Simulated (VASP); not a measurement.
The system is Zr2PbO.

```
Zr Pb O
1.0
     4.58980    0.00000    0.00000
    -2.29490    3.97488    0.00000
     0.00000    0.00000    4.00119
Zr Pb O
2 1 1
Cartesian
  0.0000 2.6499 1.8166
  2.2949 1.3250 2.1846
  0.0000 0.0000 2.0006
  0.0000 0.0000 0.0000
```

```yaml
Program: VASP 6.6.1
Task: relaxation of cell and atoms
Functional: PBE
Potentials_or_basis: VASP PAW PBE potentials, release 64 (Zr_sv, Pb_d, O)
Cutoff: 600 eV
k_mesh: 6 × 6 × 4
Occupations: gaussian, width 0.1 eV
Spin: no spin polarisation
```

At the start: pressure 51.6 GPa; volume 18.25 Å³/atom.

Q: Where does the relaxation end?

A: Over 44 steps the energy falls by 2789.9 meV/atom and the volume is 17.99 Å³/atom (-1.4 %); space group P-3m1 (No. 164, to 0.05 Å).

The path:
| step | energy change (eV) | largest force (eV/Å) | pressure (GPa) | volume (Å³) |
| --- | --- | --- | --- | --- |
| 1 | 0.0000 | 1.1797 | 51.58 | 73.00 |
| 3 | -4.1335 | 0.9439 | -1.13 | 108.20 |
| 5 | -4.1390 | 0.9870 | 0.02 | 106.27 |
| 7 | -4.5672 | 1.2339 | -1.88 | 107.08 |
| 9 | -5.8416 | 0.2550 | -14.11 | 109.57 |
| 11 | -6.2080 | 0.2497 | -15.37 | 110.03 |
| 13 | -6.2659 | 0.0573 | -15.08 | 110.11 |
| 15 | -6.3249 | 0.1844 | -14.88 | 109.63 |
| 17 | -6.4772 | 0.8921 | -13.45 | 107.46 |
| 19 | -6.7194 | 0.9318 | -13.07 | 104.93 |
| 21 | -7.6808 | 0.9522 | -10.19 | 94.05 |
| 23 | -8.4090 | 0.0883 | 2.08 | 77.72 |
| 25 | -8.5855 | 0.0673 | 1.05 | 78.00 |
| 27 | -9.6700 | 2.7437 | 10.50 | 70.27 |
| 29 | -9.5816 | 3.5719 | 15.30 | 68.31 |
| 31 | -10.0088 | 3.4860 | 9.15 | 69.56 |
| 33 | -10.0355 | 3.4475 | 5.36 | 70.18 |
| 35 | -10.5336 | 2.5887 | -0.63 | 72.56 |
| 37 | -10.8861 | 1.0800 | -7.32 | 76.84 |
| 39 | -11.0618 | 0.1327 | -0.41 | 72.99 |
| 41 | -11.1583 | 0.0705 | 0.94 | 71.51 |
| 43 | -11.1596 | 0.0031 | -0.32 | 72.11 |
| 44 | -11.1598 | 0.0158 | -0.02 | 71.97 |

Final structure:
```
CELL_PARAMETERS angstrom
3.56470 0.00000 0.00000
-1.78235 3.08712 0.00000
0.00000 0.00000 6.54022
ATOMIC_POSITIONS crystal
Zr 0.33333 0.66667 0.16183
Zr 0.66667 0.33333 0.83817
Pb 0.00000 0.00000 0.50000
O 0.00000 0.00000 0.00000
```

Caveat: the k points lie up to 0.34 Å⁻¹ apart in the final cell.
